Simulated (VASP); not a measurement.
A run of VASP 6.6.1:

The input INCAR:

```
SYSTEM = CoSi2
PREC = Accurate ; ENCUT = 600
EDIFF = 1E-6 ; ISMEAR = 0
SIGMA = 0.1 ; LREAL = .False.
LASPH = .True. ; NELM = 120
ALGO = Normal ; ISIF = 2
LWAVE = .False. ; LCHARG = .False.
GGA = PE ; NBANDS = 16
GGA_COMPAT = .False.
```

File KPOINTS:

```
regular mesh
0
Gamma
  14 14 14
  0 0 0
```

File POSCAR:

```
CoSi2
1.0
    0.0000000000      2.6799238323      2.6799238323
    2.6799238323      0.0000000000      2.6799238323
    2.6799238323      2.6799238323      0.0000000000
Co Si
1 2
Direct
    0.0000000000      0.0000000000      0.0000000000
    0.2500000000      0.2500000000      0.2500000000
    0.7500000000      0.7500000000      0.7500000000
```

Potentials or basis: VASP PAW PBE potentials, release 64 (Co, Si).

Command:

```sh
$ cat potpaw_PBE.64/Co/POTCAR potpaw_PBE.64/Si/POTCAR > POTCAR
$ mpirun -np 1 vasp_std > vasp.out
```

Hardware: 1 thread of Intel Xeon 8259CL (shared host).

**Question.** How long does it take, and how much memory?

**Answer.** Wall time 77 s on 1 thread of Intel Xeon 8259CL, with other jobs on the host, peak memory 0.22 GiB. Counts: scf iterations 14, k points 104.
